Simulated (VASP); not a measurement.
A run of VASP 6.6.1:

The input INCAR:

```
PREC = Accurate
ENCUT = 520
EDIFF = 1E-6
ISMEAR = -1
SIGMA = 0.05
LREAL = False
LASPH = True
NELM = 100
ALGO = Normal
ISIF = 2
LWAVE = False
LCHARG = False
GGA = PS
NBANDS = 25
```

The input KPOINTS:

```
regular mesh
0
Gamma
  14 14 8
```

Contents of POSCAR:

```
CuO
1.0
    1.9909680000     -2.1535500000      0.0000000000
    1.9909680000      2.1535500000      0.0000000000
    0.0000000000      0.0000000000      5.1559280000
Cu O
2 2
Direct
    0.0000000000      0.5000000000      0.0000000000
    0.5000000000      0.0000000000      0.5000000000
    0.5000000000      0.5000000000      0.2500000000
    0.5000000000      0.5000000000      0.7500000000
```

Potentials or basis: VASP PAW PBE potentials, release 64 (Cu, O).

Command:

```console
$ cat potpaw_PBE.64/Cu/POTCAR potpaw_PBE.64/O/POTCAR > POTCAR
$ mpirun -np 1 vasp_std > vasp.out
```

Hardware: 1 thread of Intel(R) Xeon(R) Platinum 8488C (Sapphire Rapids), with other jobs on the host.

Problem. Estimate the wall time of this run.

Solution. It took 3.5 min on 1 thread of Intel(R) Xeon(R) Platinum 8488C (Sapphire Rapids) (shared host), peak memory 0.36 GiB. Counts: scf iterations 14, k points 285.
